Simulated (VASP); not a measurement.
Here is a VASP 6.6.1 calculation.

Contents of INCAR:

```
PREC     = Accurate       # precision mode
ENCUT    = 500            # plane-wave cutoff, eV
EDIFF    = 1E-6           # SCF threshold, eV
ISMEAR   = -1             # smearing method
SIGMA    = 0.01           # smearing width, eV
LREAL    = F              # projectors in reciprocal space
LASPH    = T              # aspherical terms in the spheres
NELM     = 120            # most SCF steps
ALGO     = Normal         # electronic algorithm
ISIF     = 2              # what is computed and relaxed
LWAVE    = F              # write WAVECAR
LCHARG   = F              # write CHGCAR
GGA      = PE             # functional
NBANDS   = 16             # bands
GGA_COMPAT= F
```

File KPOINTS:

```
Automatic mesh
0
Gamma
  6 6 6
```

File POSCAR:

```
HgTe
1.0
    0.0000000000      3.2775454177      3.2775454177
    3.2775454177      0.0000000000      3.2775454177
    3.2775454177      3.2775454177      0.0000000000
Hg Te
1 1
Direct
    0.0000000000      0.0000000000      0.0000000000
    0.2500000000      0.2500000000      0.2500000000
```

Potentials or basis: VASP PAW PBE potentials, release 64 (Hg, Te).

Command:

```sh
$ cat potpaw_PBE.64/Hg/POTCAR potpaw_PBE.64/Te/POTCAR > POTCAR
$ mpirun -np 1 vasp_std > vasp.out
```

Estimate the band gap on the k mesh.

zero (filled and empty bands touch).

What does it give for the pressure?

1.8 GPa.

Caveat: spin-orbit coupling is left out, which moves the levels of the heavy elements.
